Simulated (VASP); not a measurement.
# Pt (Fm-3m) in VASP: a series of runs

Runs on Pt. Level: r2SCAN. Tasks: relaxation of cell and atoms.

Program: VASP 6.6.1. These are calculated values, not measurements. Logs are shortened: lines on timing, memory, paths and dates and some standing lists are left out, and cuts for length are marked.

### Step 1. The cell of the first run

The structure is cubic, space group Fm-3m (No. 225). Conventional cell: a = 3.940 Å, b = 3.940 Å, c = 3.940 Å, α = 90.00°, β = 90.00°, γ = 90.00°. Pt (site symmetry m-3m) has 12 Pt at 2.79 Å within 3.7 Å.

### Step 2. Relaxation of cell and atoms, r2SCAN, target pressure 10 GPa, at which the enthalpy is minimised

Input file POSCAR:

```
Pt
1.0
    0.0000000000      1.9701316837      1.9701316837
    1.9701316837      0.0000000000      1.9701316837
    1.9701316837      1.9701316837      0.0000000000
Pt
1
Direct
    0.0000000000      0.0000000000      0.0000000000
```

Input file INCAR.step1:

```
ALGO = Normal
EDIFF = 1E-4
ENCUT = 600
GGA = PE
ISMEAR = -1
LASPH = T
LCHARG = F
LREAL = F
LWAVE = T
NELM = 60
PREC = Accurate
SIGMA = 0.05
```

Input file INCAR.step2:

```
ALGO = Normal
EDIFF = 1E-6
EDIFFG = -0.002
ENCUT = 600
IBRION = 2
ISIF = 3
ISMEAR = -1
ISTART = 1
LASPH = T
LCHARG = F
LMIXTAU = T
LREAL = F
LWAVE = F
METAGGA = R2SCAN
NELM = 60
NSW = 100
PREC = Accurate
PSTRESS = 100.0
SIGMA = 0.05
```

Input file KPOINTS:

```
k-points
0
Gamma
  24 24 24
```

Potentials or basis: VASP PAW PBE potentials, release 64 (Pt).

On the command line:

```console
cat potpaw_PBE.64/Pt/POTCAR > POTCAR
cp INCAR.step1 INCAR
mpirun -np 1 vasp_std > vasp.out
cp INCAR.step2 INCAR
mpirun -np 1 vasp_std > vasp.out
```

OUTCAR:

```text
EDIFF = 1E-6
   EDIFFG = -0.002
   ENCUT = 600
   IBRION = 2
   ISIF = 3
   ISMEAR = -1
   ISTART = 1
   LASPH = T
   LREAL = F
   METAGGA = R2SCAN
   NELM = 60
   NSW = 100
   PREC = Accurate
   PSTRESS = 100.0

 ion  position               nearest neighbor table
   1  0.000  0.000  0.000-

  LATTYP: Found a face centered cubic cell.
 ALAT       =     3.9402633674

  Lattice vectors:

 A1 = (   0.0000000000,   1.9701316837,   1.9701316837)
 A2 = (   1.9701316837,   0.0000000000,   1.9701316837)
 A3 = (   1.9701316837,   1.9701316837,   0.0000000000)

Analysis of symmetry for initial positions (statically):
=====================================================================
 Subroutine PRICEL returns:
 Original cell was already a primitive cell.

 Routine SETGRP: Setting up the symmetry group for a
 face centered cubic supercell.

 Subroutine GETGRP returns: Found 48 space group operations
 (whereof 48 operations were pure point group operations)
 out of a pool of 48 trial point group operations.

The static configuration has the point symmetry O_h .

Analysis of symmetry for dynamics (positions and initial velocities):
=====================================================================
 Subroutine PRICEL returns:
 Original cell was already a primitive cell.

 Routine SETGRP: Setting up the symmetry group for a
 face centered cubic supercell.

 Subroutine GETGRP returns: Found 48 space group operations
 (whereof 48 operations were pure point group operations)
 out of a pool of 48 trial point group operations.

The dynamic configuration has the point symmetry O_h .

 Subroutine INISYM returns: Found 48 space group operations
 (whereof 48 operations are pure point group operations),
 and found     1 'primitive' translations

----------------------------------------------------------------------------------------

                                     Primitive cell

  volume of cell :      15.2938

  direct lattice vectors                    reciprocal lattice vectors
     0.000000000  1.970131684  1.970131684    -0.253790142  0.253790142  0.253790142
     1.970131684  0.000000000  1.970131684     0.253790142 -0.253790142  0.253790142
     1.970131684  1.970131684  0.000000000     0.253790142  0.253790142 -0.253790142

  length of vectors
     2.786186947  2.786186947  2.786186947     0.439577421  0.439577421  0.439577421

  position of ions in fractional coordinates (direct lattice)
     0.000000000  0.000000000  0.000000000

  ion indices of the primitive-cell ions
   primitive index   ion index
                 1           1

----------------------------------------------------------------------------------------

 KPOINTS: k-points

Automatic generation of k-mesh.
 Grid dimensions read from file:
 generate k-points for:   24   24   24

 Generating k-lattice:

  Cartesian coordinates                     Fractional coordinates (reciprocal lattice)
    -0.010574589  0.010574589  0.010574589     0.041666667  0.000000000  0.000000000
     0.010574589 -0.010574589  0.010574589     0.000000000  0.041666667  0.000000000
     0.010574589  0.010574589 -0.010574589     0.000000000  0.000000000  0.041666667

  Length of vectors
     0.018315726  0.018315726  0.018315726

  Shift w.r.t. Gamma in fractional coordinates (k-lattice)
     0.000000000  0.000000000  0.000000000

 Subroutine IBZKPT returns following result:
 ===========================================

 Found    413 irreducible k-points:

 Following reciprocal coordinates:
            Coordinates               Weight
  0.000000  0.000000  0.000000      1.000000
  0.041667  0.000000  0.000000      8.000000
  0.083333  0.000000  0.000000      8.000000
  0.125000  0.000000  0.000000      8.000000
  0.166667  0.000000  0.000000      8.000000
  0.208333  0.000000  0.000000      8.000000
[... 16 lines left out ...]
  0.416667  0.041667  0.000000     24.000000
  0.458333  0.041667  0.000000     24.000000
 [... further k-points ...]
   k-points           NKPTS =    413   k-points in BZ     NKDIM =    413   number of bands    NBANDS=      9
   number of dos      NEDOS =    301   number of ions     NIONS =      1
   total plane-waves  NPLWV =  13824
   dimension x,y,z NGX =    24 NGY =   24 NGZ =   24
   dimension x,y,z NGXF=    48 NGYF=   48 NGZF=   48
   ions per type =               1
   NGX,Y,Z   is equivalent  to a cutoff of  14.32, 14.32, 14.32 a.u.
   NGXF,Y,Z  is equivalent  to a cutoff of  28.64, 28.64, 28.64 a.u.
 SYSTEM =  unknown system
   PREC   = accura    normal or accurate (medium, high low for compatibility)
   ISTART =      1    job   : 0-new  1-cont  2-samecut
   ICHARG =      0    charge: 1-file 2-atom 10-const
   ISPIN  =      1    spin polarized calculation?
   LNONCOLLINEAR =      F non collinear calculations
   LSORBIT =      F    spin-orbit coupling
   LASPH  =      T    aspherical Exc in radial PAW
   ENCUT  =  600.0 eV  44.10 Ry    6.64 a.u.   5.56  5.56  5.56*2*pi/ulx,y,z
   NELM   =     60;   NELMIN=  2; NELMDL=  0     # of ELM steps
   EDIFF  = 0.1E-05   stopping-criterion for ELM
   LREAL  =      F    real-space projection
   EDIFFG = -.2E-02   stopping-criterion for IOM
   NSW    =    100    number of steps for IOM
   IBRION =      2    ionic relax: 0-MD 1-quasi-New 2-CG
   NFREE  =      1    steps in history (QN), initial steepest desc. (CG)
   ISIF   =      3    stress and relaxation
   ISYM   =      2    0-nonsym 1-usesym 2-fastsym
   POTIM  = 0.5000    time-step for ionic-motion
   TEBEG  =    0.0;   TEEND  =   0.0 temperature during run
   PSTRESS=  100.0 pullay stress
   NELECT =      10.0000    total number of electrons
   NUPDOWN=      -1.0000    fix difference up-down
   EMIN   =  10.00;   EMAX   =-10.00  energy-range for DOS
   EFERMI =   0.00;   METHOD = LEGACY
   ISMEAR =    -1;   SIGMA  =   0.05  broadening in eV -4-tet -1-fermi 0-gaus
   EFERMI_NEDOS =   21; number of points for ismear=-14 and -15
   IALGO  =     38    algorithm
   IMIX   =      4    mixing-type and parameters
     AMIX     =   0.40;   BMIX     =  1.00
     AMIX_MAG =   1.60;   BMIX_MAG =  1.00
  volume/ion in A,a.u.               =      15.29       103.21
  Fermi-wavevector in a.u.,A,eV,Ry     =   1.420920  2.685149 27.470342  2.019013
  Thomas-Fermi vector in A             =   2.541784
   LORBIT       =      0    0 simple, 1 ext, 2 COOP (PROOUT), +10 PAW based schemes
   METAGGA = R2SCAN    functional components
   LHFCALC =     F    Hartree Fock is set to
   AEXX    =    0.0000 exact exchange contribution
   IVDW    =     0    specifies the selected vdW correction
   LEPSILON=     F    determine dielectric tensor
   LRPA    =     F    only Hartree local field effects (RPA)
 conjugate gradient relaxation of ions
 non-spin polarized calculation
  energy-cutoff  :      600.00
  volume of cell :       15.29
 maximum number of plane-waves:       532
   NGX = 11   NGY = 11   NGZ = 11

--------------------------------------- Ionic step        1  -------------------------------------------

 number of electron      10.0000001 magnetization

 Free energy of the ion-electron system (eV)
  ---------------------------------------------------
  ext. energy  EPLUGINS =         0.00000000
  ---------------------------------------------------
  free energy    TOTEN  =       -51.50720674 eV

  energy without entropy =      -51.49135166  energy(sigma->0) =      -51.49927920

------------------------ aborting loop because EDIFF is reached ----------------------------------------

  FORCE on cell =-STRESS in cart. coord.  units (eV):
  Direction    XX          YY          ZZ          XY          YZ          ZX
  --------------------------------------------------------------------------------------
  -------------------------------------------------------------------------------------
  Total        0.0734619      0.0734619      0.0734619     -0.0000000      0.0000000      0.0000000
  in kB        7.6958565      7.6958565      7.6958565     -0.0000000      0.0000000      0.0000000
  external PRESSURE =     -92.3041435 kB  Pullay stress =     100.0000000 kB
[... 207 lines left out ...]
  enthalpy is  TOTEN    =       -50.5663916504 eV   P V=        0.9276571715

--------------------------------------- Ionic step        7  -------------------------------------------

 number of electron       9.9999999 magnetization

 Free energy of the ion-electron system (eV)
  ---------------------------------------------------
  ext. energy  EPLUGINS =         0.00000000
  ---------------------------------------------------
  free energy    TOTEN  =       -51.49221742 eV

  energy without entropy =      -51.47705425  energy(sigma->0) =      -51.48463584

 E-fermi :  11.3269     XC(G=0): -14.7537

 val. band max:       11.3259164773   @ k =   0.4167   0.2083   0.0000
 cond. band min:      11.3315250675   @ k =  -0.3750   0.3750   0.1667
 fundamental gap:      0.0056085902
 Fermi energy:        11.3269089351

 k-point     1 :       0.0000    0.0000    0.0000
  band No.  band energies     occupation
      1       0.6456      2.00000
      2       7.3139      2.00000
      3       7.3139      2.00000
      4       7.3139      2.00000
      5       9.5417      2.00000
      6       9.5417      2.00000
      7      26.7702      0.00000
      8      32.0429      0.00000
      9      32.0429      0.00000
[... 265 lines left out ...]
 k-point    24 :       0.4583    0.0417    0.0000
  band No.  band energies     occupation
      1       3.6422      2.00000
      2       7.1909      2.00000
      3       7.3045      2.00000
      4       9.8951      2.00000
      5      11.3236      1.03287
      6      11.6590      0.00261
      7      18.4190      0.00000
      8      26.6714      0.00000
      9      31.4318      0.00000

 [... further k-points ...]
[... 5 lines left out ...]
  --------------------------------------------------------------------------------------
  -------------------------------------------------------------------------------------
  Total        0.9260475      0.9260475      0.9260475      0.0000000     -0.0000000      0.0000000
  in kB      100.0314930    100.0314930    100.0314930      0.0000000     -0.0000000      0.0000000
  external PRESSURE =       0.0314930 kB  Pullay stress =     100.0000000 kB
[... 16 lines left out ...]
  FREE ENERGIE OF THE ION-ELECTRON SYSTEM (eV)
  ---------------------------------------------------
  free  energy   TOTEN  =       -51.4922174227 eV

  energy  without entropy=      -51.4770542496  energy(sigma->0) =      -51.48463584

  enthalpy is  TOTEN    =       -50.5664614464 eV   P V=        0.9257559762

 reached required accuracy - stopping structural energy minimisation
```

It took 5.7 min on 1 thread of Intel Xeon 6975P-C (Granite Rapids), shared host; peak memory 0.24 GiB.

Results:

| Quantity | Value |
| --- | --- |
| Free energy | -51.4922 eV |
| Relaxed volume | 14.83 Å³/atom |
| Relaxed cell | a = 2.758 Å, b = 2.758 Å, c = 2.758 Å, α = 60.00°, β = 60.00°, γ = 60.00° |
| Space group after relaxing (to 0.1 Å) | Fm-3m (No. 225) |
| Energy change on relaxing (the run minimises the enthalpy) | +15.0 meV/atom |
| Ionic steps | 7 |
| Pressure after relaxing | 10.0 GPa |
| Band gap on the k mesh | zero (bands 5 and 6 overlap by 2.45 eV) |

Step by step:
```
step  energy change (eV)  largest force (eV/Å)  pressure (GPa)  volume (Å³)
   1              0.0000                0.0000            0.77        15.29
   2              0.2693                0.0000           52.07        13.43
   3              0.0139                0.0000            9.60        14.85
   4              0.0149                0.0000            9.95        14.83
   5              0.0154                0.0000           10.22        14.83
   6              0.0132                0.0000            9.31        14.86
   7              0.0150                0.0000           10.00        14.83
```

Final structure:
```
Pt
1.0
     0.00000    1.95011    1.95011
     1.95011    0.00000    1.95011
     1.95011    1.95011    0.00000
Pt
1
Direct
  0.00000 0.00000 0.00000
```

Caveat: the cell is relaxed towards a set pressure, so the run minimises the enthalpy, not the energy; the PAW data sets were made with another functional, which shifts forces and pressure a little; spin-orbit coupling is left out, which moves the levels of the heavy elements.

### Step 3. Relaxation of cell and atoms, r2SCAN, target pressure 15 GPa, at which the enthalpy is minimised

POSCAR is that of step 2.

Input file INCAR.step1:

```
SYSTEM = Pt
PREC     = Accurate       ! precision mode
ENCUT    = 600            ! plane-wave cutoff, eV
ISMEAR   = -1             ! smearing method
SIGMA    = 0.05           ! smearing width, eV
LREAL    = .False.        ! projectors in reciprocal space
LASPH    = .True.         ! aspherical terms in the spheres
NELM     = 60             ! most SCF steps
GGA      = PE             ! functional
ALGO     = Normal         ! electronic algorithm
EDIFF    = 1E-4           ! SCF threshold, eV
LWAVE    = .True.         ! write WAVECAR
LCHARG   = .False.        ! write CHGCAR
```

Input file INCAR.step2:

```
SYSTEM = Pt
PREC     = Accurate       ! precision mode
ENCUT    = 600            ! plane-wave cutoff, eV
EDIFF    = 1E-6           ! SCF threshold, eV
ISMEAR   = -1             ! smearing method
SIGMA    = 0.05           ! smearing width, eV
LREAL    = .False.        ! projectors in reciprocal space
LASPH    = .True.         ! aspherical terms in the spheres
NELM     = 60             ! most SCF steps
ALGO     = Normal         ! electronic algorithm
ISIF     = 3              ! what is computed and relaxed
LWAVE    = .False.        ! write WAVECAR
LCHARG   = .False.        ! write CHGCAR
METAGGA  = R2SCAN         ! meta-GGA
LMIXTAU  = .True.       
IBRION   = 2              ! ionic algorithm
NSW      = 100            ! ionic steps
EDIFFG   = -0.002         ! ionic threshold
PSTRESS  = 150.0        
ISTART   = 1
```

Input file KPOINTS:

```
Automatic mesh
0
Gamma
  24 24 24
  0 0 0
```

Potentials or basis: VASP PAW PBE potentials, release 64 (Pt).

On the command line:

```console
cat potpaw_PBE.64/Pt/POTCAR > POTCAR
cp INCAR.step1 INCAR
mpirun -np 1 vasp_std > vasp.out
cp INCAR.step2 INCAR
mpirun -np 1 vasp_std > vasp.out
```

It took 6 min on 1 thread of Intel Xeon 6975P-C (Granite Rapids), shared host; peak memory 0.22 GiB.

The run converged. Its results:

```yaml
Free_energy: -51.4752 eV
Relaxed_volume: 14.61 Å³/atom
Relaxed_cell: a = 2.744 Å, b = 2.744 Å, c = 2.744 Å, α = 60.00°, β = 60.00°, γ = 60.00°
Space_group_after_relaxing_to_0.1_Å: Fm-3m (No. 225)
Energy_change_on_relaxing_the_run_minimises_the_enthalpy: +32.0 meV/atom
Ionic_steps: 9
Pressure_after_relaxing: 15.0 GPa
Band_gap_on_the_k_mesh: zero (bands 5 and 6 overlap by 2.51 eV)
```

The path:
```tsv
step	energy change (eV)	largest force (eV/Å)	pressure (GPa)	volume (Å³)
1	0.0000	0.0000	0.77	15.29
2	0.7024	0.0000	97.78	12.48
3	0.0279	0.0000	13.98	14.66
4	0.0309	0.0000	14.75	14.63
5	0.0321	0.0000	15.05	14.61
6	0.0313	0.0000	14.93	14.62
7	0.0318	0.0000	14.96	14.62
8	0.0319	0.0000	14.97	14.61
9	0.0320	0.0000	15.02	14.61
```

Final structure:
```
Pt
1.0
     0.00000    1.94046    1.94046
     1.94046    0.00000    1.94046
     1.94046    1.94046    0.00000
Pt
1
Direct
  0.00000 0.00000 0.00000
```

Levels at points of the mesh, in eV from the Fermi level:
```tsv
k point	band 1	band 2	band 3	band 4	band 5	band 6	band 7	band 8	band 9
(0.00, 0.00, 0.00)	-10.86	-4.11	-4.11	-4.11	-1.83	-1.83	15.39	20.76	20.76
(0.50, 0.00, 0.00)	-7.92	-4.22	-4.22	-0.43	0.04	0.04	6.43	15.05	20.20
(0.50, 0.50, 0.00)	-7.66	-7.21	-0.04	0.57	0.57	1.90	9.72	12.14	12.14
```

Caveat: the cell is relaxed towards a set pressure, so the run minimises the enthalpy, not the energy; the PAW data sets were made with another functional, which shifts forces and pressure a little; spin-orbit coupling is left out, which moves the levels of the heavy elements.
